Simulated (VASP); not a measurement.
Here is a VASP 6.6.1 calculation.

The input POSCAR:

```
Si
1.0
   -2.4306566121      2.4306566121      1.2628021204
    2.4306566121     -2.4306566121      1.2628021204
    2.4306566121      2.4306566121     -1.2628021204
Si
2
Direct
    0.2500000000      0.7500000000      0.5000000000
    0.5000000000      0.5000000000      0.0000000000
```

Contents of INCAR.step1:

```
PREC = Accurate ; ENCUT = 520
ISMEAR = 0 ; SIGMA = 0.15
LREAL = F ; LASPH = T
NELM = 100 ; NBANDS = 11
GGA = PE ; ALGO = Normal
EDIFF = 1E-4 ; LWAVE = T
LCHARG = F
```

The input INCAR.step2:

```
PREC = Accurate ; ENCUT = 520
EDIFF = 1E-6 ; ISMEAR = 0
SIGMA = 0.15 ; LREAL = F
LASPH = T ; NELM = 100
ALGO = Normal ; ISIF = 2
LWAVE = F ; LCHARG = T
METAGGA = R2SCAN ; LMIXTAU = T
LELF = T ; LVHAR = T
NBANDS = 11 ; ISTART = 1
```

The input KPOINTS:

```
Automatic mesh
0
Gamma
  20 20 20
```

Potentials or basis: VASP PAW PBE potentials, release 64 (Si).

Command:

```sh
$ cat potpaw_PBE.64/Si/POTCAR > POTCAR
$ cp INCAR.step1 INCAR
$ mpirun -np 1 vasp_std > vasp.out
$ cp INCAR.step2 INCAR
$ mpirun -np 1 vasp_std > vasp.out
```

Problem. Predict the pressure.

Solution. 2.3 GPa.

Problem. Predict the band gap on the k mesh.

Solution. Zero (bands 4 and 5 overlap by 6.27 eV).

Stress tensor (GPa, compression positive):
```
0.07 0.00 0.00
0.00 0.07 0.00
0.00 0.00 6.69
```

Caveat: the cell differs from its parent crystal (strain +0.025 along x and y, -0.050 along z); the PAW data sets were made with another functional, which shifts forces and pressure a little.
